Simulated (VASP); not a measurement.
Input of a VASP 6.6.1 run:

File INCAR:

```
SYSTEM = AlN
PREC     = Accurate       ! precision mode
ENCUT    = 600            ! plane-wave cutoff, eV
EDIFF    = 1E-6           ! SCF threshold, eV
ISMEAR   = 0              ! smearing method
SIGMA    = 0.01           ! smearing width, eV
LREAL    = .False.        ! projectors in reciprocal space
LASPH    = .True.         ! aspherical terms in the spheres
NELM     = 120            ! most SCF steps
ALGO     = Normal         ! electronic algorithm
ISIF     = 2              ! what is computed and relaxed
LWAVE    = .False.        ! write WAVECAR
LCHARG   = .True.         ! write CHGCAR
GGA      = PS             ! functional
LELF     = .True.         ! ELF
LVHAR    = .True.       
NBANDS   = 11             ! bands
GGA_COMPAT= .False.
```

KPOINTS

```
regular mesh
0
Gamma
  6 6 6
  0 0 0
```

File POSCAR:

```
AlN
1.0
    0.0000000000      2.2105768137      2.1639042437
    2.2105768137      0.0000000000      2.1639042437
    2.2105768137      2.2105768137      0.0000000000
Al N
1 1
Direct
    0.0000000000      0.0000000000      0.0000000000
    0.2500000000      0.2500000000      0.2500000000
```

Potentials or basis: VASP PAW PBE potentials, release 64 (Al, N).

The run is started by

```sh
$ cat potpaw_PBE.64/Al/POTCAR potpaw_PBE.64/N/POTCAR > POTCAR
$ mpirun -np 1 vasp_std > vasp.out
```

(1) Predict the pressure.

(2) What does it give for the band gap on the k mesh?

## Answers

(1) -1.9 GPa.

(2) 3.06 eV, indirect (least direct gap 3.94 eV).

Caveat: the PAW data sets were made with another functional, which shifts forces and pressure a little.
